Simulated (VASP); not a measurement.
Crystal: OsF.

```
Os F
1.0
     0.00000    2.29876    2.29876
     2.29876    0.00000    2.29876
     2.29876    2.29876    0.00000
Os F
1 1
Direct
  0.00000 0.00000 0.00000
  0.50000 0.50000 0.50000
```

```yaml
Program: VASP 6.6.1
Task: relaxation of cell and atoms
Functional: PBE
Potentials_or_basis: VASP PAW PBE potentials, release 64 (Os, F)
Cutoff: 600 eV
k_mesh: 6 × 6 × 6
Occupations: gaussian, width 0.1 eV
Spin: collinear spin
Starting_moments: "[0.54, 0.0] μB"
```

At the start: pressure 17.6 GPa; volume 12.15 Å³/atom.

Question: How do energy, volume and symmetry change on relaxing?

Answer: Over 4 steps the energy falls by 118.7 meV/atom and the volume is 14.93 Å³/atom (+22.9 %); space group Fm-3m (No. 225, to 0.1 Å) before and after; moment 3.31 μB per cell.

Step by step:
```tsv
step	energy change (eV)	largest force (eV/Å)	pressure (GPa)	volume (Å³)
1	0.0000	0.0000	17.60	24.29
2	-0.2341	0.0000	1.78	29.29
3	-0.2371	0.0000	-0.57	30.04
4	-0.2374	0.0000	0.06	29.85
```

Final structure:
```xyz
2
Lattice="0.0000 2.4622 2.4622 2.4622 0.0000 2.4622 2.4622 2.4622 0.0000" Properties=species:S:1:pos:R:3 pbc="T T T"
Os    0.0000    0.0000    0.0000
F     2.4622    2.4622    2.4622
```

Caveat: the k points lie up to 0.37 Å⁻¹ apart in the final cell; the volume moved by over 15 % at a fixed basis, so the end points are rough.
